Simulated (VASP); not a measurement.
A run of VASP 6.6.1 is set up as follows.

Contents of INCAR:

```
SYSTEM = SnSe
PREC = Accurate ; ENCUT = 520
EDIFF = 1E-6 ; ISMEAR = 0
SIGMA = 0.05 ; LREAL = .False.
LASPH = .True. ; NELM = 100
ALGO = Normal ; ISIF = 2
LWAVE = .False. ; LCHARG = .False.
GGA = PE ; NBANDS = 17
```

File KPOINTS:

```
regular mesh
0
Gamma
  10 10 10
  0 0 0
```

The input POSCAR:

```
SnSe
1.0
    0.0000000000      3.0305349680      3.0305349680
    3.0305349680      0.0000000000      3.0305349680
    3.0305349680      3.0305349680      0.0000000000
Sn Se
1 1
Direct
    0.0000000000      0.0000000000      0.0000000000
    0.5000000000      0.5000000000      0.5000000000
```

Potentials or basis: VASP PAW PBE potentials, release 64 (Sn_d, Se).

The run is started by

```console
$ cat potpaw_PBE.64/Sn_d/POTCAR potpaw_PBE.64/Se/POTCAR > POTCAR
$ mpirun -np 1 vasp_std > vasp.out
```

**Question.** What does it give for the pressure?

**Answer.** 0.0 GPa.

**Question.** Estimate the band gap on the k mesh.

**Answer.** 0.49 eV, indirect (least direct gap 0.50 eV).

Caveat: spin-orbit coupling is left out, which moves the levels of the heavy elements. A k mesh can miss the band edges.
